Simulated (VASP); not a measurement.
# FeGe (P2_13) in VASP: single point with PBE

Aim: the single point of FeGe with PBE.

Program: VASP 6.6.1. These are calculated values, not measurements. Logs are shortened: lines on timing, memory, paths and dates and some standing lists are left out, and cuts for length are marked.

## (1) The cell of the first run

It takes space group P2_13 (No. 198, cubic). The conventional cell has a = 4.663 Å, b = 4.663 Å, c = 4.663 Å, α = 90.00°, β = 90.00°, γ = 90.00°. Ge (site symmetry 3) has 7 Fe at 2.37 to 2.63 Å and 6 Ge at 2.89 Å within 3.1 Å. Fe (site symmetry 3) has 7 Ge at 2.37 to 2.63 Å and 6 Fe at 2.86 Å within 3.1 Å.

## (2) Single point, PBE

File INCAR:

```
PREC = Accurate
ENCUT = 690
EDIFF = 1E-6
ISMEAR = 0
SIGMA = 0.0321
LREAL = F
LASPH = T
NELM = 120
ALGO = Normal
ISIF = 2
LWAVE = F
LCHARG = T
GGA = PE
LELF = T
LVHAR = T
NBANDS = 70
GGA_COMPAT = F
```

File KPOINTS:

```
regular mesh
0
Gamma
  4 4 4
```

File POSCAR:

```
FeGe
1.0
    4.6634920000      0.0000000000      0.0000000000
    0.0000000000      4.6634920000      0.0000000000
    0.0000000000      0.0000000000      4.6634920000
Ge Fe
4 4
Direct
    0.8420000000      0.8420000000      0.8420000000
    0.6580000000      0.1580000000      0.3420000000
    0.3420000000      0.6580000000      0.1580000000
    0.1580000000      0.3420000000      0.6580000000
    0.1350000000      0.1350000000      0.1350000000
    0.3650000000      0.8650000000      0.6350000000
    0.6350000000      0.3650000000      0.8650000000
    0.8650000000      0.6350000000      0.3650000000
```

Potentials or basis: VASP PAW PBE potentials, release 64 (Ge_d, Fe_sv).

Started as:

```
$ cat potpaw_PBE.64/Ge_d/POTCAR potpaw_PBE.64/Fe_sv/POTCAR > POTCAR
$ mpirun -np 1 vasp_std > vasp.out
```

OUTCAR:

```text
PREC = Accurate
   ENCUT = 690
   EDIFF = 1E-6
   ISMEAR = 0
   LREAL = F
   LASPH = T
   NELM = 120
   ISIF = 2
   GGA = PE

 ion  position               nearest neighbor table
   1  0.842  0.842  0.842-   5 2.37   6 2.43   7 2.43   8 2.43   7 2.63   8 2.63   6 2.63   3 2.89
                             4 2.89   2 2.89   2 2.89   4 2.89   3 2.89
   2  0.658  0.158  0.342-   6 2.37   5 2.43   7 2.43   8 2.43   7 2.63   8 2.63   5 2.63   1 2.89
                             1 2.89   3 2.89   3 2.89   4 2.89   4 2.89
   3  0.342  0.658  0.158-   7 2.37   6 2.43   5 2.43   8 2.43   8 2.63   6 2.63   5 2.63   1 2.89
                             4 2.89   2 2.89   2 2.89   4 2.89   1 2.89
   4  0.158  0.342  0.658-   8 2.37   6 2.43   7 2.43   5 2.43   6 2.63   5 2.63   7 2.63   1 2.89
                             3 2.89   2 2.89   1 2.89   2 2.89   3 2.89
   5  0.135  0.135  0.135-   1 2.37   2 2.43   3 2.43   4 2.43   3 2.63   4 2.63   2 2.63
   6  0.365  0.865  0.635-   2 2.37   1 2.43   3 2.43   4 2.43   3 2.63   4 2.63   1 2.63
   7  0.635  0.365  0.865-   3 2.37   2 2.43   1 2.43   4 2.43   4 2.63   2 2.63   1 2.63
   8  0.865  0.635  0.365-   4 2.37   2 2.43   3 2.43   1 2.43   2 2.63   1 2.63   3 2.63

  LATTYP: Found a simple cubic cell.
 ALAT       =     4.6634920000

  Lattice vectors:

 A1 = (   4.6634920000,   0.0000000000,   0.0000000000)
 A2 = (   0.0000000000,   4.6634920000,   0.0000000000)
 A3 = (   0.0000000000,   0.0000000000,   4.6634920000)

Analysis of symmetry for initial positions (statically):
=====================================================================
 Subroutine PRICEL returns:
 Original cell was already a primitive cell.

 Routine SETGRP: Setting up the symmetry group for a
 simple cubic supercell.

 Subroutine GETGRP returns: Found 12 space group operations
 (whereof  3 operations were pure point group operations)
 out of a pool of 48 trial point group operations.

The static configuration has the point symmetry C_3 .
 The point group associated with its full space group is T   .

Analysis of symmetry for dynamics (positions and initial velocities):
=====================================================================
 Subroutine PRICEL returns:
 Original cell was already a primitive cell.

 Routine SETGRP: Setting up the symmetry group for a
 simple cubic supercell.

 Subroutine GETGRP returns: Found 12 space group operations
 (whereof  3 operations were pure point group operations)
 out of a pool of 48 trial point group operations.

The dynamic configuration has the point symmetry C_3 .
 The point group associated with its full space group is T   .

 Subroutine INISYM returns: Found 12 space group operations
 (whereof  3 operations are pure point group operations),
 and found     1 'primitive' translations

----------------------------------------------------------------------------------------

                                     Primitive cell

  volume of cell :     101.4224

  direct lattice vectors                    reciprocal lattice vectors
     4.663492000  0.000000000  0.000000000     0.214431589  0.000000000  0.000000000
     0.000000000  4.663492000  0.000000000     0.000000000  0.214431589  0.000000000
     0.000000000  0.000000000  4.663492000     0.000000000  0.000000000  0.214431589

  length of vectors
     4.663492000  4.663492000  4.663492000     0.214431589  0.214431589  0.214431589

  position of ions in fractional coordinates (direct lattice)
     0.842000000  0.842000000  0.842000000
     0.658000000  0.158000000  0.342000000
     0.342000000  0.658000000  0.158000000
     0.158000000  0.342000000  0.658000000
     0.135000000  0.135000000  0.135000000
     0.365000000  0.865000000  0.635000000
     0.635000000  0.365000000  0.865000000
     0.865000000  0.635000000  0.365000000

  ion indices of the primitive-cell ions
   primitive index   ion index
                 1           1
                 2           2
                 3           3
                 4           4
                 5           5
                 6           6
                 7           7
                 8           8

----------------------------------------------------------------------------------------

 KPOINTS: regular mesh

Automatic generation of k-mesh.
 Grid dimensions read from file:
 generate k-points for:    4    4    4

 Generating k-lattice:

  Cartesian coordinates                     Fractional coordinates (reciprocal lattice)
     0.053607897  0.000000000  0.000000000     0.250000000  0.000000000  0.000000000
     0.000000000  0.053607897  0.000000000     0.000000000  0.250000000  0.000000000
     0.000000000  0.000000000  0.053607897     0.000000000  0.000000000  0.250000000

  Length of vectors
     0.053607897  0.053607897  0.053607897

  Shift w.r.t. Gamma in fractional coordinates (k-lattice)
     0.000000000  0.000000000  0.000000000

 Subroutine IBZKPT returns following result:
 ===========================================

 Found     11 irreducible k-points:

 Following reciprocal coordinates:
            Coordinates               Weight
  0.000000  0.000000  0.000000      1.000000
  0.250000  0.000000  0.000000      6.000000
  0.500000  0.000000  0.000000      3.000000
  0.250000  0.250000  0.000000     12.000000
  0.500000  0.250000  0.000000      6.000000
 -0.250000  0.500000  0.000000      6.000000
  0.500000  0.500000  0.000000      3.000000
  0.250000  0.250000  0.250000      8.000000
  0.500000  0.250000  0.250000     12.000000
  0.500000  0.500000  0.250000      6.000000
  0.500000  0.500000  0.500000      1.000000
   k-points           NKPTS =     11   k-points in BZ     NKDIM =     11   number of bands    NBANDS=     70
   number of dos      NEDOS =    301   number of ions     NIONS =      8
   total plane-waves  NPLWV =  64000
   dimension x,y,z NGX =    40 NGY =   40 NGZ =   40
   dimension x,y,z NGXF=    80 NGYF=   80 NGZF=   80
   ions per type =               4   4
   NGX,Y,Z   is equivalent  to a cutoff of  14.26, 14.26, 14.26 a.u.
   NGXF,Y,Z  is equivalent  to a cutoff of  28.52, 28.52, 28.52 a.u.
 SYSTEM =  unknown system
   PREC   = accura    normal or accurate (medium, high low for compatibility)
   ISTART =      0    job   : 0-new  1-cont  2-samecut
   ICHARG =      2    charge: 1-file 2-atom 10-const
   ISPIN  =      1    spin polarized calculation?
   LNONCOLLINEAR =      F non collinear calculations
   LSORBIT =      F    spin-orbit coupling
   LASPH  =      T    aspherical Exc in radial PAW
   ENCUT  =  690.0 eV  50.71 Ry    7.12 a.u.   9.99  9.99  9.99*2*pi/ulx,y,z
   NELM   =    120;   NELMIN=  2; NELMDL= -5     # of ELM steps
   EDIFF  = 0.1E-05   stopping-criterion for ELM
   LREAL  =      F    real-space projection
   EDIFFG = 0.1E-04   stopping-criterion for IOM
   NSW    =      0    number of steps for IOM
   IBRION =     -1    ionic relax: 0-MD 1-quasi-New 2-CG
   NFREE  =      0    steps in history (QN), initial steepest desc. (CG)
   ISIF   =      2    stress and relaxation
   ISYM   =      2    0-nonsym 1-usesym 2-fastsym
   POTIM  = 0.5000    time-step for ionic-motion
   TEBEG  =    0.0;   TEEND  =   0.0 temperature during run
   PSTRESS=    0.0 pullay stress
   NELECT =     120.0000    total number of electrons
   NUPDOWN=      -1.0000    fix difference up-down
   EMIN   =  10.00;   EMAX   =-10.00  energy-range for DOS
   EFERMI =   0.00;   METHOD = LEGACY
   ISMEAR =     0;   SIGMA  =   0.03  broadening in eV -4-tet -1-fermi 0-gaus
   EFERMI_NEDOS =   21; number of points for ismear=-14 and -15
   IALGO  =     38    algorithm
   IMIX   =      4    mixing-type and parameters
     AMIX     =   0.40;   BMIX     =  1.00
     AMIX_MAG =   1.60;   BMIX_MAG =  1.00
  volume/ion in A,a.u.               =      12.68        85.55
  Fermi-wavevector in a.u.,A,eV,Ry     =   1.731506  3.272072 40.791806  2.998113
  Thomas-Fermi vector in A             =   2.805859
   LORBIT       =      0    0 simple, 1 ext, 2 COOP (PROOUT), +10 PAW based schemes
   GGA     = PE    functional components
   LHFCALC =     F    Hartree Fock is set to
   AEXX    =    0.0000 exact exchange contribution
   IVDW    =     0    specifies the selected vdW correction
   LEPSILON=     F    determine dielectric tensor
   LRPA    =     F    only Hartree local field effects (RPA)
 non-spin polarized calculation
 Gauss-broadening in eV      SIGMA  =   0.03
  energy-cutoff  :      690.00
  volume of cell :      101.42
 maximum number of plane-waves:      4224
   NGX = 19   NGY = 19   NGZ = 19

 number of electron     120.0000030 magnetization

 Free energy of the ion-electron system (eV)
  ---------------------------------------------------
  ext. energy  EPLUGINS =         0.00000000
  ---------------------------------------------------
  free energy    TOTEN  =       -51.97036076 eV

  energy without entropy =      -51.96970744  energy(sigma->0) =      -51.97003410

 E-fermi :  10.9116     XC(G=0): -13.2346

 val. band max:       10.8642648718   @ k =   0.2500   0.0000   0.0000
 cond. band min:      10.9613656624   @ k =   0.2500   0.2500   0.0000
 fundamental gap:      0.0971007906
 Fermi energy:        10.9116001127

 k-point     1 :       0.0000    0.0000    0.0000
  band No.  band energies     occupation
      1     -75.7129      2.00000
      2     -75.7029      2.00000
      3     -75.7029      2.00000
      4     -75.7029      2.00000
      5     -42.0078      2.00000
      6     -42.0078      2.00000
[... 62 lines left out ...]
     69      14.7635      0.00000
     70      14.7635      0.00000

 k-point     2 :       0.2500    0.0000    0.0000
  band No.  band energies     occupation
      1     -75.7117      2.00000
      2     -75.7055      2.00000
      3     -75.7025      2.00000
      4     -75.7017      2.00000
      5     -42.0126      2.00000
      6     -42.0093      2.00000
[... 62 lines left out ...]
     69      15.1268      0.00000
     70      15.1397      0.00000

 k-point     3 :       0.5000    0.0000    0.0000
  band No.  band energies     occupation
      1     -75.7089      2.00000
      2     -75.7089      2.00000
      3     -75.7018      2.00000
      4     -75.7018      2.00000
      5     -42.0121      2.00000
      6     -42.0121      2.00000
[... 62 lines left out ...]
     69      15.3205      0.00000
     70      15.3215      0.00000

 k-point     4 :       0.2500    0.2500    0.0000
  band No.  band energies     occupation
      1     -75.7108      2.00000
      2     -75.7061      2.00000
      3     -75.7029      2.00000
      4     -75.7017      2.00000
      5     -42.0128      2.00000
      6     -42.0079      2.00000
[... 62 lines left out ...]
     69      14.6199      0.00000
     70      15.0689      0.00000

 k-point     5 :       0.5000    0.2500    0.0000
  band No.  band energies     occupation
      1     -75.7084      2.00000
      2     -75.7084      2.00000
      3     -75.7023      2.00000
      4     -75.7023      2.00000
      5     -42.0103      2.00000
      6     -42.0103      2.00000
[... 62 lines left out ...]
     69      14.6958      0.00000
     70      14.6958      0.00000

 k-point     6 :      -0.2500    0.5000    0.0000
  band No.  band energies     occupation
      1     -75.7084      2.00000
      2     -75.7084      2.00000
      3     -75.7023      2.00000
      4     -75.7023      2.00000
      5     -42.0103      2.00000
      6     -42.0103      2.00000
[... 62 lines left out ...]
     69      14.6128      0.00000
     70      14.6128      0.00000

 k-point     7 :       0.5000    0.5000    0.0000
  band No.  band energies     occupation
      1     -75.7078      2.00000
      2     -75.7078      2.00000
      3     -75.7029      2.00000
      4     -75.7029      2.00000
      5     -42.0079      2.00000
      6     -42.0079      2.00000
[... 62 lines left out ...]
     69      16.1487      0.00000
     70      16.1487      0.00000

 k-point     8 :       0.2500    0.2500    0.2500
  band No.  band energies     occupation
      1     -75.7099      2.00000
      2     -75.7063      2.00000
      3     -75.7033      2.00000
      4     -75.7020      2.00000
      5     -42.0118      2.00000
      6     -42.0063      2.00000
[... 62 lines left out ...]
     69      14.7455      0.00000
     70      15.3056      0.00000

 k-point     9 :       0.5000    0.2500    0.2500
  band No.  band energies     occupation
      1     -75.7078      2.00000
      2     -75.7078      2.00000
      3     -75.7029      2.00000
      4     -75.7029      2.00000
      5     -42.0082      2.00000
      6     -42.0082      2.00000
[... 62 lines left out ...]
     69      15.8154      0.00000
     70      15.8177      0.00000

 k-point    10 :       0.5000    0.5000    0.2500
  band No.  band energies     occupation
      1     -75.7071      2.00000
      2     -75.7071      2.00000
      3     -75.7036      2.00000
      4     -75.7036      2.00000
      5     -42.0054      2.00000
      6     -42.0054      2.00000
[... 62 lines left out ...]
     69      16.4502      0.00000
     70      16.4505      0.00000

 k-point    11 :       0.5000    0.5000    0.5000
  band No.  band energies     occupation
      1     -75.7054      2.00000
      2     -75.7054      2.00000
      3     -75.7054      2.00000
      4     -75.7054      2.00000
      5     -41.9996      2.00000
      6     -41.9996      2.00000
[... 62 lines left out ...]
     69      16.5416      0.00000
     70      16.5416      0.00000

------------------------ aborting loop because EDIFF is reached ----------------------------------------

  FORCE on cell =-STRESS in cart. coord.  units (eV):
  Direction    XX          YY          ZZ          XY          YZ          ZX
  --------------------------------------------------------------------------------------
  -------------------------------------------------------------------------------------
  Total       -2.3524668     -2.3524668     -2.3524668     -0.0000000      0.0000000      0.0000000
  in kB      -37.1621105    -37.1621105    -37.1621105     -0.0000000      0.0000000      0.0000000
  external PRESSURE =     -37.1621105 kB  Pullay stress =       0.0000000 kB

 VOLUME and BASIS-vectors are now :
 -----------------------------------------------------------------------------
  energy-cutoff  :      690.00
  volume of cell :      101.42
      direct lattice vectors                 reciprocal lattice vectors
     4.663492000  0.000000000  0.000000000     0.214431589  0.000000000  0.000000000
     0.000000000  4.663492000  0.000000000     0.000000000  0.214431589  0.000000000
     0.000000000  0.000000000  4.663492000     0.000000000  0.000000000  0.214431589

 POSITION                                       TOTAL-FORCE (eV/Angst)
 -----------------------------------------------------------------------------------
      3.92666      3.92666      3.92666        -0.230941     -0.230941     -0.230941
      3.06858      0.73683      1.59491         0.230941      0.230941     -0.230941
      1.59491      3.06858      0.73683        -0.230941      0.230941      0.230941
      0.73683      1.59491      3.06858         0.230941     -0.230941      0.230941
      0.62957      0.62957      0.62957        -0.081133     -0.081133     -0.081133
      1.70217      4.03392      2.96132         0.081133      0.081133     -0.081133
      2.96132      1.70217      4.03392        -0.081133      0.081133      0.081133
      4.03392      2.96132      1.70217         0.081133     -0.081133      0.081133
 -----------------------------------------------------------------------------------
    total drift:                               -0.000004     -0.000002      0.000000

  FREE ENERGIE OF THE ION-ELECTRON SYSTEM (eV)
  ---------------------------------------------------
  free  energy   TOTEN  =       -51.9703607550 eV

  energy  without entropy=      -51.9697074445  energy(sigma->0) =      -51.97003410
```

It took 2.4 min on 1 thread of Intel Xeon Platinum 8259CL at 2.50GHz (Skylake/Cascade Lake), shared host; peak memory 0.29 GiB.

What came out:

```yaml
Free_energy: -51.9704 eV
Pressure: -3.7 GPa
Largest_force: 0.400 eV/Å
Band_gap_on_the_k_mesh: 0.10 eV (least direct gap 0.12 eV)
```

Forces on the atoms (eV/Å):
```
Ge  -0.231 -0.231 -0.231
Ge   0.231  0.231 -0.231
Ge  -0.231  0.231  0.231
Ge   0.231 -0.231  0.231
Fe  -0.081 -0.081 -0.081
Fe   0.081  0.081 -0.081
Fe  -0.081  0.081  0.081
Fe   0.081 -0.081  0.081
```

Caveat: the cell stands under tension.
